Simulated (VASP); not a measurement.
Si5P2:

```xyz
7
Lattice="3.6000 0.0000 0.0000 -1.8000 3.1177 0.0000 0.0000 0.0000 11.4500" Properties=species:S:1:pos:R:3 pbc="T T T"
Si    0.0000    2.0785    3.4922
Si    1.8000    1.0392    7.9577
Si    0.0000    0.0000    4.5800
Si    0.0000    0.0000    6.8700
Si    0.0000    0.0000    0.0000
P     0.0000    2.0785    1.2366
P     1.8000    1.0392   10.2134
```

- Program: VASP 6.6.1
- Task: relaxation of cell and atoms
- Functional: PBE
- Potentials or basis: VASP PAW PBE potentials, release 64 (Si, P)
- Cutoff: 600 eV
- k mesh: 5 × 5 × 2
- Occupations: gaussian, width 0.2 eV
- Spin: no spin polarisation

At the start: pressure 1.7 GPa; volume 18.36 Å³/atom.

Q: How do energy, volume and symmetry change on relaxing?

A: Over 6 steps the energy falls by 86.0 meV/atom and the volume is 19.08 Å³/atom (+3.9 %); space group P-3m1 (No. 164, to 0.05 Å).

The path:
| step | energy change (eV) | largest force (eV/Å) | pressure (GPa) | volume (Å³) |
| --- | --- | --- | --- | --- |
| 1 | 0.0000 | 1.3876 | 1.68 | 128.51 |
| 2 | -0.4784 | 0.9636 | 0.80 | 131.91 |
| 3 | -0.5227 | 1.1089 | 0.50 | 133.17 |
| 4 | -0.5669 | 0.5788 | -1.05 | 135.66 |
| 5 | -0.5946 | 0.2535 | -0.54 | 134.67 |
| 6 | -0.6023 | 0.0711 | 0.24 | 133.53 |

Final structure:
```xyz
7
Lattice="3.7744 0.0000 0.0000 -1.8872 3.2687 0.0000 0.0000 0.0000 10.8235" Properties=species:S:1:pos:R:3 pbc="T T T"
Si    0.0000    2.1791    3.3975
Si    1.8872    1.0896    7.4260
Si    3.7744    0.0000    4.2283
Si    0.0000    0.0000    6.5952
Si    0.0000    0.0000    0.0000
P     0.0000    2.1791    1.1456
P     1.8872    1.0896    9.6779
```

Caveat: the k points lie up to 0.38 Å⁻¹ apart in the final cell; the relaxation stopped at a loose force limit of 0.08 eV/Å, so its end isn't a converged minimum.
